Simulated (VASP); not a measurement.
Here is a VASP 6.6.1 calculation.

File INCAR:

```
SYSTEM = AlRu
PREC = Accurate ; ENCUT = 520
EDIFF = 1E-6 ; ISMEAR = 0
SIGMA = 0.1 ; LREAL = .FALSE.
LASPH = .TRUE. ; NELM = 60
ALGO = Normal ; ISIF = 2
LWAVE = .FALSE. ; LCHARG = .FALSE.
GGA = CA ; NBANDS = 16
```

The input KPOINTS:

```
regular mesh
0
G
  11 11 11
  0 0 0
```

POSCAR

```
AlRu
1.0
    2.9916000000      0.0000000000      0.0000000000
    0.0000000000      2.9916000000      0.0000000000
    0.0000000000      0.0000000000      2.9916000000
Al Ru
1 1
Direct
    0.0000000000      0.0000000000      0.0000000000
    0.5000000000      0.5000000000      0.5000000000
```

Potentials or basis: VASP PAW LDA potentials, release 64 (Al, Ru_pv).

The run is started by

```sh
$ cat potpaw_LDA.64/Al/POTCAR potpaw_LDA.64/Ru_pv/POTCAR > POTCAR
$ mpirun -np 1 vasp_std > vasp.out
```

Problem. Predict the pressure.

Solution. -7.6 GPa.
